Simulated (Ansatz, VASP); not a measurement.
## GaN in VASP and in Ansatz

The input INCAR:

```
SYSTEM = GaN
PREC = Accurate
ENCUT = 520
EDIFF = 1E-6
ISMEAR = 0
SIGMA = 0.02
LREAL = .FALSE.
LASPH = .TRUE.
NELM = 80
ALGO = Normal
ISIF = 2
LWAVE = .FALSE.
LCHARG = .TRUE.
GGA = PS
LELF = .TRUE.
LVHAR = .TRUE.
NBANDS = 16
```

KPOINTS

```
regular mesh
0
G
  10 10 10
  0 0 0
```

File POSCAR:

```
GaN
1.0
    0.0000000000      2.2535006075      2.2535006075
    2.2535006075      0.0000000000      2.2535006075
    2.2535006075      2.2535006075      0.0000000000
Ga N
1 1
Direct
    0.0000000000      0.0000000000      0.0000000000
    0.7757599221      0.7347925490      0.7267739135
```

Input for Ansatz:

```yaml
crystal:
  lattice:
    - [0.0, 2.2535006075, 2.2535006075]
    - [2.2535006075, 0.0, 2.2535006075]
    - [2.2535006075, 2.2535006075, 0.0]
  atoms:
    - { symbol: Ga, position: [0.0, 0.0, 0.0] }
    - { symbol: "N", position: [0.7757599221, 0.734792549, 0.7267739135] }
basis:
  ecutwfc: 420
kpoints:
  mp_grid: { grid: [10, 10, 10] }
hamiltonian:
  xc: pbesol
scf:
  occupations: { method: gaussian, width: 0.02 }
output:
  forces: true
  stress: true
  eigenvalues: true
  populations: true
```

Change from the starting cell: one atom moved.

Alike in both runs: task single point; functional PBEsol; k mesh 10 × 10 × 10; occupations gaussian, width 0.02 eV; no spin polarisation.

|  | VASP | Ansatz |
| --- | --- | --- |
| version | VASP 6.6.1 | Ansatz 0.2.0 |
| potentials or method | VASP PAW PBE potentials, release 64 (Ga_d, N), cutoff 520 eV | scalar-relativistic, plane waves, PAW |
| valence electrons in the cell | 18 | 18 |

|  | VASP | Ansatz | Ansatz less VASP |
| --- | --- | --- | --- |
| gap on the k mesh at the Fermi level (eV) | 1.53 | 1.51 | -0.017 |
| least direct gap on the mesh (eV) | 1.53 | 1.51 | -0.017 |
| pressure (GPa) | -0.5 | -0.3 | +0.21 |
| traceless stress, the component that is largest in VASP (GPa) | -4.78 | -4.91 | -0.134 |
| rms of the force components (eV/Å) | 0.611 | 0.620 | +0.0088 |

VASP's potentials were made for PBE, not for PBEsol. Atom by atom the forces differ by 0.009 eV/Å (rms over components).
